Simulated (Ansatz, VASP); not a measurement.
# WC in VASP and in Ansatz

File INCAR:

```
SYSTEM = WC
PREC = Accurate ; ENCUT = 520
EDIFF = 1E-6 ; ISMEAR = 0
SIGMA = 0.15 ; LREAL = .FALSE.
LASPH = .TRUE. ; NELM = 60
ALGO = Normal ; ISIF = 2
LWAVE = .FALSE. ; LCHARG = .FALSE.
GGA = PS ; NBANDS = 16
```

File KPOINTS:

```
Automatic mesh
0
G
  24 24 22
  0 0 0
```

POSCAR

```
WC
1.0
    2.8984136670      0.0000000000      0.0000000000
   -1.4492068335      2.5100998663      0.0000000000
    0.0000000000      0.0000000000      2.8276119036
W C
1 1
Direct
   -0.0022774886     -0.0045549772      0.0000000000
    0.7015258375      0.4030516750      0.5000000000
```

Input for Ansatz:

```yaml
crystal:
  lattice:
    - [2.898413667, 0.0, 0.0]
    - [-1.4492068335, 2.5100998663, 0.0]
    - [0.0, 0.0, 2.8276119036]
  atoms:
    - { symbol: W, position: [-0.0022774886, -0.0045549772, 0.0] }
    - { symbol: C, position: [0.7015258375, 0.403051675, 0.5] }
basis:
  ecutwfc: 420
kpoints:
  mp_grid: { grid: [24, 24, 22] }
hamiltonian:
  xc: pbesol
scf:
  occupations: { method: gaussian, width: 0.15 }
output:
  forces: true
  stress: true
  eigenvalues: true
```

Change from the starting cell: mode 5 (621.9 1/cm) frozen in, largest displacement +0.175 Å.

Alike in both runs: task single point; functional PBEsol; k mesh 24 × 24 × 22; occupations gaussian, width 0.15 eV; no spin polarisation.

```csv
,VASP,Ansatz
version,VASP 6.6.1,Ansatz 0.2.0
potentials or method,"VASP PAW PBE potentials, release 64 (W_sv, C), cutoff 520 eV","scalar-relativistic, plane waves, PAW"
valence electrons in the cell,18,18
```

```csv
,VASP,Ansatz,Ansatz less VASP
gap on the k mesh at the Fermi level (eV),none,none,-
pressure (GPa),7.4,6.1,-1.35
"traceless stress, the component that is largest in VASP (GPa)",-10.27,-9.90,+0.368
rms of the force components (eV/Å),1.917,1.902,-0.0147
```

VASP's potentials were made for PBE, not for PBEsol. Atom by atom the forces differ by 0.015 eV/Å (rms over components). A gap of «none» marks a metal or a gap that the smearing closes.

Spin-orbit coupling is off throughout.
